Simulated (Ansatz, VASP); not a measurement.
**Two plane-wave programs on CeO2**

```
Ce O
1.0
     0.00000    2.67656    2.67656
     2.67656    0.00000    2.67656
     2.67656    2.67656    0.00000
Ce O
1 2
Direct
  0.00000 0.00000 0.00000
  0.25000 0.25000 0.25000
  0.75000 0.75000 0.75000
```

Alike in both runs: task single point; functional r2SCAN; dispersion D4; k mesh 8 × 8 × 8; occupations gaussian, width 0.05 eV; no spin polarisation.

|  | VASP | Ansatz |
| --- | --- | --- |
| version | VASP 6.6.1 | Ansatz 0.2.0 |
| potentials or method | VASP PAW PBE potentials, release 64 (Ce, O), cutoff 520 eV | scalar-relativistic, plane waves, PAW |
| valence electrons in the cell | 24 | 24 |

VASP gave:

| Item | Value |
| --- | --- |
| gap on the k mesh at the Fermi level (eV) | 2.32 |
| least direct gap on the mesh (eV) | 2.46 |
| pressure (GPa) | 8.4 |

Estimate Ansatz's values.

gap on the k mesh at the Fermi level (eV): 2.36; least direct gap on the mesh (eV): 2.51; pressure (GPa): 8.7.

VASP's potentials were made for PBE, not for r2SCAN.

Neither program's run includes spin-orbit coupling.
